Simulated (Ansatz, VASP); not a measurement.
# SiNi3 in VASP and in Ansatz

File INCAR:

```
SYSTEM = SiNi3
PREC = Accurate
ENCUT = 690
EDIFF = 1E-6
ISMEAR = -1
SIGMA = 0.05
LREAL = .FALSE.
LASPH = .TRUE.
NELM = 200
ALGO = Normal
ISIF = 2
LWAVE = .FALSE.
LCHARG = .FALSE.
ISPIN = 2
MAGMOM = 2 2 2 0
LORBIT = 11
NUPDOWN = 6.0
LMAXMIX = 4
GGA = PE
NBANDS = 41
GGA_COMPAT = .FALSE.
```

File KPOINTS:

```
regular mesh
0
G
  6 6 6
  0 0 0
```

POSCAR

```
SiNi3
1.0
    3.5420000000      0.0000000000      0.0000000000
    0.0000000000      3.5420000000      0.0000000000
    0.0000000000      0.0000000000      3.5420000000
Ni Si
3 1
Direct
    0.5000000000      0.5000000000      0.0000000000
    0.5000000000      0.0000000000      0.5000000000
    0.0000000000      0.5000000000      0.5000000000
    0.0000000000      0.0000000000      0.0000000000
```

Contents of input.yaml:

```yaml
crystal:
  lattice:
    - [3.542, 0.0, 0.0]
    - [0.0, 3.542, 0.0]
    - [0.0, 0.0, 3.542]
  atoms:
    - { symbol: Ni, position: [0.5, 0.5, 0.0], spin: 2.0 }
    - { symbol: Ni, position: [0.5, 0.0, 0.5], spin: 2.0 }
    - { symbol: Ni, position: [0.0, 0.5, 0.5], spin: 2.0 }
    - { symbol: Si, position: [0.0, 0.0, 0.0] }
hamiltonian:
  xc: pbe
  pseudopotentials: { kind: paw }
magnetization:
  spin_polarized: true
  initial_magnetization: 6.0
  spin_locking: { lock_magnetization: hard }
kpoints:
  mp_grid: { grid: [6, 6, 6] }
scf:
  occupations: { method: fermi_dirac, width: 0.05 }
  lower_state_search: "off"
output:
  forces: true
  stress: true
  eigenvalues: true
```

Alike in both runs: task single point; functional PBE; k mesh 6 × 6 × 6; occupations fermi-dirac, width 0.05 eV; collinear spin; fixed moment 6 μB.

|  | VASP | Ansatz |
| --- | --- | --- |
| version | VASP 6.6.1 | Ansatz 0.2.0 |
| potentials or method | VASP PAW PBE potentials, release 64 (Ni_sv_GW, Si) | Ansatz PAW |
| plane-wave cutoff (eV) | 690 | 420 |
| valence electrons in the cell | 58 | 58 |

VASP gave:

```
pressure (GPa)                                                : 24.4
net moment per atom (μB)                                      : 1.50
size of the moment on the site where the two differ most (μB) : 0.43
```

**Question.** Estimate Ansatz's values.

**Answer.** Pressure (GPa): 25.2; net moment per atom (μB): 1.50; size of the moment on the site where the two differ most (μB): 0.55.

Site moments also hang on the region over which each program counts them. With one functional, cell and mesh, what is left measures potentials, basis and numerics.
